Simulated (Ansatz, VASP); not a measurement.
One calculation of CdS, two programs

INCAR

```
SYSTEM = CdS
ALGO = Normal
EDIFF = 1E-6
ENCUT = 500
GGA = PS
GGA_COMPAT = .FALSE.
ISIF = 2
ISMEAR = 0
LASPH = .TRUE.
LCHARG = .TRUE.
LELF = .TRUE.
LREAL = .FALSE.
LVHAR = .TRUE.
LWAVE = .FALSE.
NBANDS = 26
NELM = 120
PREC = Accurate
SIGMA = 0.01
```

Contents of KPOINTS:

```
k-points
0
G
  6 4 6
  0 0 0
```

Contents of POSCAR:

```
CdS
1.0
    3.8984400000      0.0000000000      0.0000000000
    0.0000000000      5.5114900000      0.0000000000
    0.0000000000      0.0000000000      3.8981000000
Cd S
2 2
Direct
    0.5000000000      0.5000000000      0.2430300000
    0.0000000000      0.0000000000      0.7569700000
    0.5000000000      0.0000000000      0.2551600000
    0.0000000000      0.5000000000      0.7448400000
```

Input for Ansatz:

```yaml
crystal:
  lattice:
    - [3.89844, 0.0, 0.0]
    - [0.0, 5.51149, 0.0]
    - [0.0, 0.0, 3.8981]
  atoms:
    - { symbol: Cd, position: [0.5, 0.5, 0.24303] }
    - { symbol: Cd, position: [0.0, 0.0, 0.75697] }
    - { symbol: S, position: [0.5, 0.0, 0.25516] }
    - { symbol: S, position: [0.0, 0.5, 0.74484] }
basis:
  ecutwfc: 462.593566181796
kpoints:
  mp_grid:
    grid: [6, 4, 6]
hamiltonian:
  xc: pbesol
scf:
  occupations:
    method: fixed
output:
  stress: true
```

Alike in both runs: task single point; functional PBEsol; k mesh 6 × 4 × 6; no spin polarisation.

```csv
,VASP,Ansatz
version,VASP 6.6.1,Ansatz 0.2.0
potentials or method,"VASP PAW PBE potentials, release 64 (Cd, S), cutoff 500 eV","plane waves, PAW"
occupations,"gaussian, width 0.01 eV",fixed
valence electrons in the cell,36,52
```

Ansatz gave:

* pressure (GPa): -4.6
* traceless stress, the component that is largest in VASP (GPa): -0.06

Task: Which values does VASP return?

Result: Pressure (GPa): -4.2; traceless stress, the component that is largest in VASP (GPa): -0.06.

VASP's potentials were made for PBE, not for PBEsol. VASP's potentials hold 36 valence electrons a cell and Ansatz's 52, so a difference there can come from the potentials and not from the codes.
